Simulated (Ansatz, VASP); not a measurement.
**One calculation of SnSe, two programs**

POSCAR

```
SnSe
1.0
    0.0000000000      3.0021131514      3.0021131514
    3.0021131514      0.0000000000      3.0021131514
    3.0021131514      3.0021131514      0.0000000000
Sn Se
1 1
Direct
    0.0000000000      0.0000000000      0.0000000000
    0.5000000000      0.5000000000      0.5000000000
```

File INCAR.step1:

```
PREC = Accurate ; ENCUT = 520
EDIFF = 1E-5 ; ISMEAR = 0
SIGMA = 0.01 ; LREAL = F
LASPH = T ; NELM = 60
ALGO = Normal ; ISIF = 2
LWAVE = T ; LCHARG = F
NBANDS = 17 ; GGA = PE
```

INCAR.step2

```
PREC = Accurate ; ENCUT = 520
EDIFF = 1E-7 ; ISMEAR = 0
SIGMA = 0.01 ; LREAL = F
LASPH = T ; NELM = 60
ALGO = Normal ; ISIF = 2
LWAVE = F ; LCHARG = F
GGA = PE ; LHFCALC = T
AEXX = 0.35 ; PRECFOCK = Normal
NBANDS = 17 ; ISTART = 1
```

The input KPOINTS:

```
regular mesh
0
Gamma
  4 4 4
```

Input for Ansatz:

```yaml
crystal:
  lattice:
    - [0.0, 3.0021131514, 3.0021131514]
    - [3.0021131514, 0.0, 3.0021131514]
    - [3.0021131514, 3.0021131514, 0.0]
  atoms:
    - { symbol: Sn, position: [0.0, 0.0, 0.0] }
    - { symbol: Se, position: [0.5, 0.5, 0.5] }
kpoints:
  mp_grid: { grid: [4, 4, 4] }
hamiltonian:
  xc: { exchange: pbe, correlation: pbe, exx: { coeff: 0.35 } }
scf:
  occupations: { method: fixed }
  n_extra_bands: 4
output:
  forces: true
  stress: true
  eigenvalues: true
```

Alike in both runs: task single point; functional PBE-based global hybrid; k mesh 4 × 4 × 4; no spin polarisation.

|  | VASP | Ansatz |
| --- | --- | --- |
| version | VASP 6.6.1 | Ansatz 0.2.0 |
| potentials or method | VASP PAW PBE potentials, release 64 (Sn_d, Se) | plane waves |
| plane-wave cutoff (eV) | 520 | 420 |
| occupations | gaussian, width 0.01 eV | fixed |
| valence electrons in the cell | 20 | 30 |

Ansatz gave:

* gap on the k mesh at the Fermi level (eV): 1.09
* pressure (GPa): -1.9

Q: Estimate VASP's values.

A: gap on the k mesh at the Fermi level (eV): 1.27; pressure (GPa): -2.2.

VASP's potentials were made for PBE, not for PBE-based global hybrid. VASP's potentials hold 20 valence electrons a cell and Ansatz's 30, so a difference there can come from the potentials and not from the codes. Ansatz's warnings: doubtful frontier gap, stress exchange threshold loose, stress scf threshold loose.

The k mesh is coarse, so the values compare programs but aren't converged.
